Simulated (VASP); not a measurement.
# W (I4/mmm) in VASP: notebook, part 2 of 2

VASP 6.6.1. Earlier steps stand in the parts before.

**4. Single point, PBE (strain +0.025 along x and y, +0.050 along z)**

INCAR

```
SYSTEM = W
PREC = Accurate ; ENCUT = 520
EDIFF = 1E-6 ; ISMEAR = -1
SIGMA = 0.4 ; LREAL = .FALSE.
LASPH = .TRUE. ; NELM = 60
ALGO = Fast ; ISIF = 2
LWAVE = .FALSE. ; LCHARG = .FALSE.
GGA = PE ; NBANDS = 13
```

KPOINTS

```
Automatic mesh
0
G
  20 20 20
  0 0 0
```

POSCAR

```
W
1.0
   -1.6372325000      1.6372325000      1.6771650000
    1.6372325000     -1.6372325000      1.6771650000
    1.6372325000      1.6372325000     -1.6771650000
W
1
Direct
    0.0000000000      0.0000000000      0.0000000000
```

Potentials or basis: VASP PAW PBE potentials, release 64 (W_sv).

Run with:

```bash
$ cat potpaw_PBE.64/W_sv/POTCAR > POTCAR
$ mpirun -np 1 vasp_std > vasp.out
```

OUTCAR:

```text
SYSTEM = W
   PREC = Accurate
   ENCUT = 520
   EDIFF = 1E-6
   ISMEAR = -1
   LREAL = .FALSE.
   LASPH = .TRUE.
   NELM = 60
   ISIF = 2
   GGA = PE

 ion  position               nearest neighbor table
   1  0.000  0.000  0.000-

  LATTYP: Found a body centered tetragonal cell.
 ALAT       =     3.2744650000
 C/A-ratio  =     1.0243902439

  Lattice vectors:

 A1 = (  -1.6372325000,   1.6372325000,   1.6771650000)
 A2 = (   1.6372325000,  -1.6372325000,   1.6771650000)
 A3 = (   1.6372325000,   1.6372325000,  -1.6771650000)

Analysis of symmetry for initial positions (statically):
=====================================================================
 Subroutine PRICEL returns:
 Original cell was already a primitive cell.

 Routine SETGRP: Setting up the symmetry group for a
 body centered tetragonal supercell.

 Subroutine GETGRP returns: Found 16 space group operations
 (whereof 16 operations were pure point group operations)
 out of a pool of 16 trial point group operations.

The static configuration has the point symmetry D_4h.

Analysis of symmetry for dynamics (positions and initial velocities):
=====================================================================
 Subroutine PRICEL returns:
 Original cell was already a primitive cell.

 Routine SETGRP: Setting up the symmetry group for a
 body centered tetragonal supercell.

 Subroutine GETGRP returns: Found 16 space group operations
 (whereof 16 operations were pure point group operations)
 out of a pool of 16 trial point group operations.

The dynamic configuration has the point symmetry D_4h.

 Subroutine INISYM returns: Found 16 space group operations
 (whereof 16 operations are pure point group operations),
 and found     1 'primitive' translations

----------------------------------------------------------------------------------------
[... 116 lines left out ...]
   GGA     = PE    functional components
   LHFCALC =     F    Hartree Fock is set to
   AEXX    =    0.0000 exact exchange contribution
   IVDW    =     0    specifies the selected vdW correction
   LEPSILON=     F    determine dielectric tensor
   LRPA    =     F    only Hartree local field effects (RPA)
 non-spin polarized calculation
 RMM-DIIS sequential band-by-band and
  energy-cutoff  :      520.00
  volume of cell :       17.98
 maximum number of plane-waves:       500
 NGX is ok and might be reduce to    24
   NGX = 11   NGY = 11   NGZ = 11

 number of electron      14.0000002 magnetization

 Free energy of the ion-electron system (eV)
  ---------------------------------------------------
  ext. energy  EPLUGINS =         0.00000000
  ---------------------------------------------------
  free energy    TOTEN  =       -12.94694949 eV

  energy without entropy =      -12.57181568  energy(sigma->0) =      -12.75938259

 E-fermi :   9.6146     XC(G=0): -12.9347

 val. band max:        9.6102336091   @ k =  -0.2500   0.3000   0.1500
 cond. band min:       9.6401354450   @ k =  -0.2500   0.2500   0.1500
 fundamental gap:      0.0299018359
 Fermi energy:         9.6145968207

 k-point     1 :       0.0000    0.0000    0.0000
  band No.  band energies     occupation
      1     -64.6138      2.00000
      2     -28.3369      2.00000
      3     -28.3280      2.00000
      4     -28.3280      2.00000
      5       0.7774      2.00000
      6       8.5983      1.85389
      7       8.5983      1.85389
      8       8.8653      1.73368
      9      11.5066      0.01750
     10      11.8541      0.00738
     11      23.6381      0.00000
     12      24.0581      0.00000
     13      24.0581      0.00000
[... 354 lines left out ...]
  band No.  band energies     occupation
      1     -64.5582      2.00000
      2     -28.9569      2.00000
      3     -28.5317      2.00000
      4     -28.3404      2.00000
      5       3.8501      2.00000
      6       7.2581      1.99449
      7       8.1313      1.95214
      8      11.1788      0.03928
      9      12.1302      0.00371
     10      12.5417      0.00133
     11      22.1826      0.00000
     12      22.6525      0.00000
     13      28.4295      0.00000

 [... further k-points ...]

------------------------ aborting loop because EDIFF is reached ----------------------------------------

  FORCE on cell =-STRESS in cart. coord.  units (eV):
  Direction    XX          YY          ZZ          XY          YZ          ZX
  --------------------------------------------------------------------------------------
  -------------------------------------------------------------------------------------
  Total       -2.5257095     -2.5257095     -3.0174130      0.0000000     -0.0000000      0.0000000
  in kB     -225.0284747   -225.0284747   -268.8368814      0.0000000     -0.0000000      0.0000000
  external PRESSURE =    -239.6312769 kB  Pullay stress =       0.0000000 kB

 VOLUME and BASIS-vectors are now :
 -----------------------------------------------------------------------------
  energy-cutoff  :      520.00
  volume of cell :       17.98
      direct lattice vectors                 reciprocal lattice vectors
    -1.637232500  1.637232500  1.677165000     0.000000000  0.305393400  0.298122129
     1.637232500 -1.637232500  1.677165000     0.305393400  0.000000000  0.298122129
     1.637232500  1.637232500 -1.677165000     0.305393400  0.305393400  0.000000000

 POSITION                                       TOTAL-FORCE (eV/Angst)
 -----------------------------------------------------------------------------------
      0.00000      0.00000      0.00000         0.000000     -0.000000      0.000000
 -----------------------------------------------------------------------------------
    total drift:                               -0.000000      0.000000     -0.000000

  FREE ENERGIE OF THE ION-ELECTRON SYSTEM (eV)
  ---------------------------------------------------
  free  energy   TOTEN  =       -12.9469494927 eV

  energy  without entropy=      -12.5718156808  energy(sigma->0) =      -12.75938259
```

stdout:

```text
POSCAR found type information on POSCAR W
 POSCAR found :  1 types and       1 ions
 scaLAPACK will be used
 LDA part: xc-table for (Slater+PW92), standard interpolation
 POSCAR, INCAR and KPOINTS ok, starting setup
 FFT: planning ... GRIDC
 FFT: planning ... GRID_SOFT
 FFT: planning ... GRID
 WAVECAR not read
 entering main loop
WARNING in EDDRMM: call to ZHEGV failed, returncode =   8  4     11
WARNING in EDDRMM: call to ZHEGV failed, returncode =   6  3     13
WARNING in EDDRMM: call to ZHEGV failed, returncode =   8  4     11
```

Wall time 59 s (1 thread of Intel Xeon Platinum 8559C (Emerald Rapids), shared host); peak memory 0.25 GiB.

What came out:

```yaml
Free_energy: -12.9469 eV
Pressure: -24.0 GPa
Band_gap_on_the_k_mesh: zero (bands 7 and 8 overlap by 5.15 eV)
```

Stress tensor (GPa, compression positive):
```
-22.50   0.00   0.00
  0.00 -22.50   0.00
  0.00   0.00 -26.88
```

Caveat: the cell differs from its parent crystal (strain +0.025 along x and y, +0.050 along z); the cell stands under tension; so wide a smearing shifts energies and pressures; spin-orbit coupling is left out, which moves the levels of the heavy elements.

**5. The runs side by side**

| cell | further INCAR settings | gap on the mesh (eV) | pressure (GPa) |
| --- | --- | --- | --- |
| a = 2.813 Å, angles 108.8, 108.8, 110.8°, 1 atom | ALGO = Fast; EDIFF = 1e-07; NBANDS = 13 | none | -14.0 |
| a = 2.860 Å, angles 108.2, 108.2, 112.1°, 1 atom | ALGO = Fast; EDIFF = 1e-06; NBANDS = 13 | none | -23.6 |
| a = 2.859 Å, angles 110.1, 110.1, 108.2°, 1 atom | ALGO = Fast; EDIFF = 1e-06; NBANDS = 13 | none | -24.0 |

Alike in all rows: task single point; level PBE; potentials or basis VASP PAW PBE potentials, release 64 (W_sv); no spin polarisation; k mesh 20 × 20 × 20; cutoff (eV) 520; smearing fermi-dirac 0.4 eV.

Caveats: the cell stands under tension; so wide a smearing shifts energies and pressures; spin-orbit coupling is left out, which moves the levels of the heavy elements.

Total energies depend on the potentials used, so only differences within one code and one set of settings carry meaning.
